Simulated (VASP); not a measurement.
# SrO (pbe) (Fm-3m) in VASP: a series of runs

Runs on SrO (pbe). Level: PBE. Tasks: single point, relaxation of the atoms.

Everything below comes from runs of VASP 6.6.1. Logs are shortened: lines on timing, memory, paths and dates and some standing lists are left out, and cuts for length are marked.

### 1 The cell of the first run

Symmetry: Fm-3m, No. 225, cubic system. The conventional cell has a = 5.143 Å, b = 5.143 Å, c = 5.143 Å, α = 90.00°, β = 90.00°, γ = 90.00°. Within 3.4 Å of Sr (site symmetry m-3m) lie 6 O at 2.57 Å. O (site symmetry m-3m) has 6 Sr at 2.57 Å within 3.4 Å.

### 2 Single point, PBE (strained cell)

INCAR

```
SYSTEM = SrO
PREC     = Accurate       ! precision mode
ENCUT    = 600            ! plane-wave cutoff, eV
EDIFF    = 1E-6           ! SCF threshold, eV
ISMEAR   = 0              ! smearing method
SIGMA    = 0.02           ! smearing width, eV
LREAL    = .FALSE.        ! projectors in reciprocal space
LASPH    = .TRUE.         ! aspherical terms in the spheres
NELM     = 120            ! most SCF steps
ALGO     = Normal         ! electronic algorithm
ISIF     = 2              ! what is computed and relaxed
LWAVE    = .FALSE.        ! write WAVECAR
LCHARG   = .FALSE.        ! write CHGCAR
GGA      = PE             ! functional
NBANDS   = 15             ! bands
GGA_COMPAT= .FALSE.
```

KPOINTS

```
Automatic mesh
0
G
  6 6 6
  0 0 0
```

POSCAR

```
SrO
1.0
    0.0000000000      2.5716301319      2.5716301319
    2.5716301319      0.0000000000      2.5716301319
    2.5716301319      2.5716301319      0.0000000000
Sr O
1 1
Direct
    0.0000000000      0.0000000000      0.0000000000
    0.5000000000      0.5000000000      0.5000000000
```

Potentials or basis: VASP PAW PBE potentials, release 64 (Sr_sv, O).

Started as:

```sh
> cat potpaw_PBE.64/Sr_sv/POTCAR potpaw_PBE.64/O/POTCAR > POTCAR
> mpirun -np 1 vasp_std > vasp.out
```

OUTCAR:

```text
SYSTEM = SrO
   PREC = Accurate
   ENCUT = 600
   EDIFF = 1E-6
   ISMEAR = 0
   LREAL = .FALSE.
   LASPH = .TRUE.
   NELM = 120
   ISIF = 2
   GGA = PE

 ion  position               nearest neighbor table
   1  0.000  0.000  0.000-   2 2.57   2 2.57   2 2.57   2 2.57   2 2.57   2 2.57
   2  0.500  0.500  0.500-   1 2.57   1 2.57   1 2.57   1 2.57   1 2.57   1 2.57

  LATTYP: Found a face centered cubic cell.
 ALAT       =     5.1432602638

  Lattice vectors:

 A1 = (   0.0000000000,   2.5716301319,   2.5716301319)
 A2 = (   2.5716301319,   0.0000000000,   2.5716301319)
 A3 = (   2.5716301319,   2.5716301319,   0.0000000000)

Analysis of symmetry for initial positions (statically):
=====================================================================
 Subroutine PRICEL returns:
 Original cell was already a primitive cell.

 Routine SETGRP: Setting up the symmetry group for a
 face centered cubic supercell.

 Subroutine GETGRP returns: Found 48 space group operations
 (whereof 48 operations were pure point group operations)
 out of a pool of 48 trial point group operations.

The static configuration has the point symmetry O_h .

Analysis of symmetry for dynamics (positions and initial velocities):
=====================================================================
 Subroutine PRICEL returns:
 Original cell was already a primitive cell.

 Routine SETGRP: Setting up the symmetry group for a
 face centered cubic supercell.

 Subroutine GETGRP returns: Found 48 space group operations
 (whereof 48 operations were pure point group operations)
 out of a pool of 48 trial point group operations.

The dynamic configuration has the point symmetry O_h .

 Subroutine INISYM returns: Found 48 space group operations
 (whereof 48 operations are pure point group operations),
 and found     1 'primitive' translations

----------------------------------------------------------------------------------------

                                     Primitive cell

  volume of cell :      34.0138

  direct lattice vectors                    reciprocal lattice vectors
     0.000000000  2.571630132  2.571630132    -0.194429204  0.194429204  0.194429204
     2.571630132  0.000000000  2.571630132     0.194429204 -0.194429204  0.194429204
     2.571630132  2.571630132  0.000000000     0.194429204  0.194429204 -0.194429204

  length of vectors
     3.636834210  3.636834210  3.636834210     0.336761260  0.336761260  0.336761260

  position of ions in fractional coordinates (direct lattice)
     0.000000000  0.000000000  0.000000000
     0.500000000  0.500000000  0.500000000

  ion indices of the primitive-cell ions
   primitive index   ion index
                 1           1
                 2           2

----------------------------------------------------------------------------------------

 KPOINTS: Automatic mesh

Automatic generation of k-mesh.
 Grid dimensions read from file:
 generate k-points for:    6    6    6

 Generating k-lattice:

  Cartesian coordinates                     Fractional coordinates (reciprocal lattice)
    -0.032404867  0.032404867  0.032404867     0.166666667  0.000000000  0.000000000
     0.032404867 -0.032404867  0.032404867     0.000000000  0.166666667  0.000000000
     0.032404867  0.032404867 -0.032404867     0.000000000  0.000000000  0.166666667

  Length of vectors
     0.056126877  0.056126877  0.056126877

  Shift w.r.t. Gamma in fractional coordinates (k-lattice)
     0.000000000  0.000000000  0.000000000

 Subroutine IBZKPT returns following result:
 ===========================================

 Found     16 irreducible k-points:

 Following reciprocal coordinates:
            Coordinates               Weight
  0.000000  0.000000  0.000000      1.000000
  0.166667  0.000000  0.000000      8.000000
  0.333333  0.000000  0.000000      8.000000
  0.500000  0.000000  0.000000      4.000000
  0.166667  0.166667  0.000000      6.000000
  0.333333  0.166667  0.000000     24.000000
[... 8 lines left out ...]
 -0.333333  0.333333  0.166667     24.000000
 -0.333333  0.500000  0.166667     12.000000
   k-points           NKPTS =     16   k-points in BZ     NKDIM =     16   number of bands    NBANDS=     15
   number of dos      NEDOS =    301   number of ions     NIONS =      2
   total plane-waves  NPLWV =  27000
   dimension x,y,z NGX =    30 NGY =   30 NGZ =   30
   dimension x,y,z NGXF=    60 NGYF=   60 NGZF=   60
   ions per type =               1   1
   NGX,Y,Z   is equivalent  to a cutoff of  13.71, 13.71, 13.71 a.u.
   NGXF,Y,Z  is equivalent  to a cutoff of  27.43, 27.43, 27.43 a.u.
 SYSTEM =  SrO
   PREC   = accura    normal or accurate (medium, high low for compatibility)
   ISTART =      0    job   : 0-new  1-cont  2-samecut
   ICHARG =      2    charge: 1-file 2-atom 10-const
   ISPIN  =      1    spin polarized calculation?
   LNONCOLLINEAR =      F non collinear calculations
   LSORBIT =      F    spin-orbit coupling
   LASPH  =      T    aspherical Exc in radial PAW
   ENCUT  =  600.0 eV  44.10 Ry    6.64 a.u.   7.26  7.26  7.26*2*pi/ulx,y,z
   NELM   =    120;   NELMIN=  2; NELMDL= -5     # of ELM steps
   EDIFF  = 0.1E-05   stopping-criterion for ELM
   LREAL  =      F    real-space projection
   EDIFFG = 0.1E-04   stopping-criterion for IOM
   NSW    =      0    number of steps for IOM
   IBRION =     -1    ionic relax: 0-MD 1-quasi-New 2-CG
   NFREE  =      0    steps in history (QN), initial steepest desc. (CG)
   ISIF   =      2    stress and relaxation
   ISYM   =      2    0-nonsym 1-usesym 2-fastsym
   POTIM  = 0.5000    time-step for ionic-motion
   TEBEG  =    0.0;   TEEND  =   0.0 temperature during run
   PSTRESS=    0.0 pullay stress
   NELECT =      16.0000    total number of electrons
   NUPDOWN=      -1.0000    fix difference up-down
   EMIN   =  10.00;   EMAX   =-10.00  energy-range for DOS
   EFERMI =   0.00;   METHOD = LEGACY
   ISMEAR =     0;   SIGMA  =   0.02  broadening in eV -4-tet -1-fermi 0-gaus
   EFERMI_NEDOS =   21; number of points for ismear=-14 and -15
   IALGO  =     38    algorithm
   IMIX   =      4    mixing-type and parameters
     AMIX     =   0.40;   BMIX     =  1.00
     AMIX_MAG =   1.60;   BMIX_MAG =  1.00
  volume/ion in A,a.u.               =      17.01       114.77
  Fermi-wavevector in a.u.,A,eV,Ry     =   1.273199  2.405997 22.055533  1.621036
  Thomas-Fermi vector in A             =   2.406036
   LORBIT       =      0    0 simple, 1 ext, 2 COOP (PROOUT), +10 PAW based schemes
   GGA     = PE    functional components
   LHFCALC =     F    Hartree Fock is set to
   AEXX    =    0.0000 exact exchange contribution
   IVDW    =     0    specifies the selected vdW correction
   LEPSILON=     F    determine dielectric tensor
   LRPA    =     F    only Hartree local field effects (RPA)
 non-spin polarized calculation
 Gauss-broadening in eV      SIGMA  =   0.02
  energy-cutoff  :      600.00
  volume of cell :       34.01
 maximum number of plane-waves:      1158
 NGX is ok and might be reduce to    30
   NGX = 15   NGY = 15   NGZ = 15

 number of electron      15.9999997 magnetization

 Free energy of the ion-electron system (eV)
  ---------------------------------------------------
  ext. energy  EPLUGINS =         0.00000000
  ---------------------------------------------------
  free energy    TOTEN  =       -12.04350371 eV

  energy without entropy =      -12.04350371  energy(sigma->0) =      -12.04350371

 E-fermi :   1.8669     XC(G=0): -10.0227

 val. band max:        1.6588995394   @ k =   0.0000   0.0000   0.0000
 cond. band min:       4.9250417346   @ k =   0.5000   0.5000   0.0000
 fundamental gap:      3.2661421952
 Fermi energy:         1.8668942443

 k-point     1 :       0.0000    0.0000    0.0000
  band No.  band energies     occupation
      1     -30.7321      2.00000
      2     -13.4303      2.00000
      3     -12.3708      2.00000
      4     -12.3708      2.00000
      5     -12.3708      2.00000
      6       1.6589      2.00000
      7       1.6589      2.00000
      8       1.6589      2.00000
      9       5.6375      0.00000
     10       7.8687      0.00000
     11       7.8687      0.00000
     12       7.8687      0.00000
     13      10.0342      0.00000
     14      10.0342      0.00000
     15      14.3683      0.00000

 k-point     2 :       0.1667    0.0000    0.0000
  band No.  band energies     occupation
      1     -30.6982      2.00000
      2     -13.9924      2.00000
      3     -12.3915      2.00000
      4     -12.3915      2.00000
      5     -11.8923      2.00000
      6       0.9377      2.00000
      7       1.3309      2.00000
      8       1.3309      2.00000
      9       6.7876      0.00000
     10       7.6705      0.00000
     11       8.4020      0.00000
     12       8.4020      0.00000
     13      10.7306      0.00000
     14      10.7306      0.00000
     15      16.0200      0.00000

 k-point     3 :       0.3333    0.0000    0.0000
  band No.  band energies     occupation
      1     -30.6293      2.00000
      2     -14.6804      2.00000
      3     -12.4323      2.00000
      4     -12.4323      2.00000
      5     -11.3718      2.00000
      6      -0.0888      2.00000
      7       0.7697      2.00000
      8       0.7697      2.00000
      9       7.8494      0.00000
     10       8.9330      0.00000
     11       9.6929      0.00000
     12       9.6929      0.00000
     13      12.2933      0.00000
     14      12.2933      0.00000
     15      17.5131      0.00000
[... 199 lines left out ...]
 k-point    15 :      -0.3333    0.3333    0.1667
  band No.  band energies     occupation
      1     -30.5631      2.00000
      2     -14.4161      2.00000
      3     -12.9010      2.00000
      4     -12.7562      2.00000
      5     -11.6809      2.00000
      6       0.3320      2.00000
      7       0.9845      2.00000
      8       1.0463      2.00000
      9       7.8661      0.00000
     10       7.9929      0.00000
     11      10.6379      0.00000
     12      11.7536      0.00000
     13      13.1021      0.00000
     14      14.6401      0.00000
     15      15.3616      0.00000

 k-point    16 :      -0.3333    0.5000    0.1667
  band No.  band energies     occupation
      1     -30.5531      2.00000
      2     -13.9911      2.00000
      3     -13.1850      2.00000
      4     -12.8902      2.00000
      5     -11.9680      2.00000
      6       0.7752      2.00000
      7       1.1965      2.00000
      8       1.3197      2.00000
      9       6.3060      0.00000
     10       9.2390      0.00000
     11      10.1133      0.00000
     12      12.6533      0.00000
     13      12.7573      0.00000
     14      14.6252      0.00000
     15      15.1419      0.00000

------------------------ aborting loop because EDIFF is reached ----------------------------------------

  FORCE on cell =-STRESS in cart. coord.  units (eV):
  Direction    XX          YY          ZZ          XY          YZ          ZX
  --------------------------------------------------------------------------------------
  -------------------------------------------------------------------------------------
  Total        0.6810193      0.6810193      0.6810193      0.0000000      0.0000000     -0.0000000
  in kB       32.0785324     32.0785324     32.0785324      0.0000000      0.0000000     -0.0000000
  external PRESSURE =      32.0785324 kB  Pullay stress =       0.0000000 kB

 VOLUME and BASIS-vectors are now :
 -----------------------------------------------------------------------------
  energy-cutoff  :      600.00
  volume of cell :       34.01
      direct lattice vectors                 reciprocal lattice vectors
     0.000000000  2.571630132  2.571630132    -0.194429204  0.194429204  0.194429204
     2.571630132  0.000000000  2.571630132     0.194429204 -0.194429204  0.194429204
     2.571630132  2.571630132  0.000000000     0.194429204  0.194429204 -0.194429204

 POSITION                                       TOTAL-FORCE (eV/Angst)
 -----------------------------------------------------------------------------------
      0.00000      0.00000      0.00000         0.000000     -0.000000     -0.000000
      2.57163      2.57163      2.57163        -0.000000      0.000000      0.000000
 -----------------------------------------------------------------------------------
    total drift:                                0.000000      0.000000      0.000000

  FREE ENERGIE OF THE ION-ELECTRON SYSTEM (eV)
  ---------------------------------------------------
  free  energy   TOTEN  =       -12.0435037104 eV

  energy  without entropy=      -12.0435037104  energy(sigma->0) =      -12.04350371
```

Run time: 8.7 s. Hardware: 1 thread of Intel Xeon 6975P-C (Granite Rapids), shared host; peak memory 0.17 GiB.

Results:

| Quantity | Value |
| --- | --- |
| Free energy | -12.0435 eV |
| Pressure | 3.2 GPa |
| Band gap on the k mesh | 3.27 eV, indirect (least direct gap 3.35 eV) |

Levels at points of the mesh, in eV from the valence-band top:
| k point | band 5 | band 6 | band 7 | band 8 | band 9 | band 10 | band 11 | band 12 |
| --- | --- | --- | --- | --- | --- | --- | --- | --- |
| (0.00, 0.00, 0.00) | -14.03 | 0.00 | 0.00 | 0.00 | 3.98 | 6.21 | 6.21 | 6.21 |
| (0.50, 0.00, 0.00) | -12.84 | -2.17 | -1.14 | -1.14 | 6.55 | 8.45 | 8.84 | 8.84 |
| (0.50, 0.50, 0.00) | -14.39 | -0.43 | -0.09 | -0.09 | 3.27 | 7.80 | 10.17 | 10.38 |

Caveat: the cell differs from its parent crystal (strained cell).

### 3 Single point, PBE

INCAR

```
PREC = Accurate
ENCUT = 600
EDIFF = 1E-6
ISMEAR = 0
SIGMA = 0.01
LREAL = F
LASPH = T
NELM = 120
ALGO = Normal
ISIF = 2
LWAVE = F
LCHARG = F
GGA = PE
NBANDS = 15
GGA_COMPAT = F
```

KPOINTS

```
Automatic mesh
0
Gamma
  6 6 6
```

POSCAR is that of step 2.

Potentials or basis: VASP PAW PBE potentials, release 64 (Sr_sv, O).

Started as:

```sh
> cat potpaw_PBE.64/Sr_sv/POTCAR potpaw_PBE.64/O/POTCAR > POTCAR
> mpirun -np 1 vasp_std > vasp.out
```

It took 7.3 s on 1 thread of Intel Xeon 6975P-C (Granite Rapids), shared host; peak memory 0.17 GiB.

The run converged. Its results:

```
Free energy            : -12.0435 eV
Pressure               : 3.2 GPa
Band gap on the k mesh : 3.27 eV, indirect (least direct gap 3.35 eV)
```

Levels at points of the mesh, in eV from the valence-band top:
```
           k point  band 6  band 7  band 8  band 9  band 10  band 11
(0.00, 0.00, 0.00)    0.00    0.00    0.00    3.98     6.21     6.21
(0.50, 0.00, 0.00)   -2.17   -1.14   -1.14    6.55     8.45     8.84
(0.50, 0.50, 0.00)   -0.43   -0.09   -0.09    3.27     7.80    10.17
```

### 4 Relaxation of the atoms, PBE (strained cell)

INCAR

```
SYSTEM = SrO
ALGO = Normal
EDIFF = 1E-7
EDIFFG = -0.002
ENCUT = 520
GGA = PE
GGA_COMPAT = .FALSE.
IBRION = 2
ISIF = 2
ISMEAR = 0
LASPH = .TRUE.
LCHARG = .FALSE.
LREAL = .FALSE.
LWAVE = .FALSE.
NELM = 120
NELMIN = 4
NSW = 60
PREC = Accurate
SIGMA = 0.02
```

KPOINTS

```
k-points
0
G
  6 6 6
  0 0 0
```

POSCAR is that of step 3.

Started as:

```sh
> cat potpaw_PBE.64/Sr_sv/POTCAR potpaw_PBE.64/O/POTCAR > POTCAR
> mpirun -np 1 vasp_std > vasp.out
```

Wall time 6.8 s (1 thread of Intel Xeon 6975P-C (Granite Rapids), shared host); peak memory 0.16 GiB.

Results (log left out):

* Free energy: -12.0418 eV
* Pressure after relaxing: 3.3 GPa
* Band gap on the k mesh: 3.26 eV, indirect (least direct gap 3.35 eV)

Final structure:
```
Sr O
1.0
     0.00000    2.57163    2.57163
     2.57163    0.00000    2.57163
     2.57163    2.57163    0.00000
Sr O
1 1
Direct
  0.00000 0.00000 0.00000
  0.50000 0.50000 0.50000
```

Levels at points of the mesh, in eV from the valence-band top:
```tsv
k point	band 6	band 7	band 8	band 9	band 10	band 11
(0.00, 0.00, 0.00)	0.00	0.00	0.00	3.98	6.21	6.21
(0.50, 0.00, 0.00)	-2.17	-1.14	-1.14	6.55	8.45	8.84
(0.50, 0.50, 0.00)	-0.43	-0.09	-0.09	3.26	7.80	10.17
```

Caveat: the cell differs from its parent crystal (strained cell); the relaxation stopped at its first step, so nothing moved. A k mesh can miss the band edges.

### 5 Overview

```csv
task,cell,cutoff (eV),smearing,gap on the mesh (eV),pressure (GPa)
single point,as given,600,gaussian 0.02 eV,3.27,3.2
single point,as given,600,gaussian 0.01 eV,3.27,3.2
relaxation of the atoms,atoms relaxed,520,gaussian 0.02 eV,3.26,3.3
```

Alike in all rows: level PBE; potentials or basis VASP PAW PBE potentials, release 64 (Sr_sv, O); no spin polarisation; k mesh 6 × 6 × 6.

Caveats: the relaxation stopped at its first step, so nothing moved (some runs).

Total energies depend on the potentials used, so only differences within one code and one set of settings carry meaning.
